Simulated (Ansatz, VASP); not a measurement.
# One calculation of Co, two programs

```
CELL_PARAMETERS angstrom
2.43859 0.00000 0.00000
-1.21930 2.11188 0.00000
0.00000 0.00000 3.96680
ATOMIC_POSITIONS crystal
Co 0.66667 0.33333 0.75000
Co 0.33333 0.66667 0.25000
```

Alike in both runs: task single point; functional BLYP; dispersion D4; k mesh 12 × 12 × 7; occupations fermi-dirac, width 0.05 eV; collinear spin.

|  | VASP | Ansatz |
| --- | --- | --- |
| version | VASP 6.6.1 | Ansatz 0.2.0 |
| potentials or method | VASP PAW PBE potentials, release 64 (Co_sv) | Ansatz PAW |
| plane-wave cutoff (eV) | 690 | 420 |
| valence electrons in the cell | 34 | 34 |

|  | VASP | Ansatz | Ansatz less VASP |
| --- | --- | --- | --- |
| gap on the k mesh at the Fermi level (eV) | none | none | - |
| pressure (GPa) | 10.1 | 11.3 | +1.15 |
| traceless stress, the component that is largest in VASP (GPa) | -1.89 | -1.88 | +0.004 |
| net moment per atom (μB) | 1.51 | 1.51 | +0.004 |
| size of the moment on the site where the two differ most (μB) | 1.56 | 1.57 | +0.010 |

VASP's potentials were made for PBE, not for BLYP. Site moments also hang on the region over which each program counts them. A gap of «none» marks a metal or a gap that the smearing closes.
